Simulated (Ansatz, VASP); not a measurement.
# Si6C5 in VASP and in Ansatz

INCAR

```
  ALGO = Normal
  DIPOL = 0.5 0.5 0.500
  EDIFF = 1E-7
  ENCUT = 520
  GGA = PE
  IDIPOL = 3
  ISIF = 2
  ISMEAR = 0
  LASPH = True
  LCHARG = False
  LDIPOL = True
  LREAL = False
  LWAVE = False
  NBANDS = 33
  NELM = 100
  PREC = Accurate
  SIGMA = 0.05
```

KPOINTS

```
k-points
0
Gamma
  9 9 1
```

Contents of POSCAR:

```
Si6C5
1.0
    3.0969355084      0.0000000000      0.0000000000
    0.0000000000      3.0969355084      0.0000000000
    0.0000000000      0.0000000000     25.9493204946
Si C
6 5
Direct
    0.5000000000      0.5000000000      0.2890249092
    0.0000000000      0.0000000000      0.3734149455
    0.5000000000      0.5000000000      0.4578049818
    0.0000000000      0.0000000000      0.5421950182
    0.5000000000      0.5000000000      0.6265850545
    0.0000000000      0.0000000000      0.7109750908
    0.5000000000      0.0000000000      0.3312199274
    0.0000000000      0.5000000000      0.4156099637
    0.5000000000      0.0000000000      0.5000000000
    0.0000000000      0.5000000000      0.5843900363
    0.5000000000      0.0000000000      0.6687800726
```

Input for Ansatz:

```yaml
crystal:
  lattice:
    - [3.0969355084, 0.0, 0.0]
    - [0.0, 3.0969355084, 0.0]
    - [0.0, 0.0, 25.9493204946]
  atoms:
    - { symbol: Si, position: [0.5, 0.5, 0.2890249092] }
    - { symbol: C, position: [0.5, 0.0, 0.3312199274] }
    - { symbol: Si, position: [0.0, 0.0, 0.3734149455] }
    - { symbol: C, position: [0.0, 0.5, 0.4156099637] }
    - { symbol: Si, position: [0.5, 0.5, 0.4578049818] }
    - { symbol: C, position: [0.5, 0.0, 0.5] }
    - { symbol: Si, position: [0.0, 0.0, 0.5421950182] }
    - { symbol: C, position: [0.0, 0.5, 0.5843900363] }
    - { symbol: Si, position: [0.5, 0.5, 0.6265850545] }
    - { symbol: C, position: [0.5, 0.0, 0.6687800726] }
    - { symbol: Si, position: [0.0, 0.0, 0.7109750908] }
basis:
  ecutwfc: 420
kpoints:
  mp_grid: { grid: [9, 9, 1] }
hamiltonian:
  xc: pbe
scf:
  occupations: { method: gaussian, width: 0.05 }
output:
  forces: true
  stress: true
  eigenvalues: true
  write_density: true
  write_potential: true
  elf: true
  volumetric_format: npy
efield:
  axis: 3
  dipole_correction: true
  ramp_width: 0.04
```

Alike in both runs: task single point; functional PBE; k mesh 9 × 9 × 1; occupations gaussian, width 0.05 eV; no spin polarisation.

|  | VASP | Ansatz |
| --- | --- | --- |
| version | VASP 6.6.1 | Ansatz 0.2.0 |
| potentials or method | VASP PAW PBE potentials, release 64 (Si, C), cutoff 520 eV | scalar-relativistic, plane waves, PAW |
| valence electrons in the cell | 44 | 44 |

|  | VASP | Ansatz | Ansatz less VASP |
| --- | --- | --- | --- |
| gap on the k mesh at the Fermi level (eV) | 0.29 | 0.29 | +0.007 |
| least direct gap on the mesh (eV) | 0.80 | 0.81 | +0.003 |
| rms of the force components (eV/Å) | 0.123 | 0.124 | +0.0007 |

Ansatz's warnings: xc potential rough in thin density.
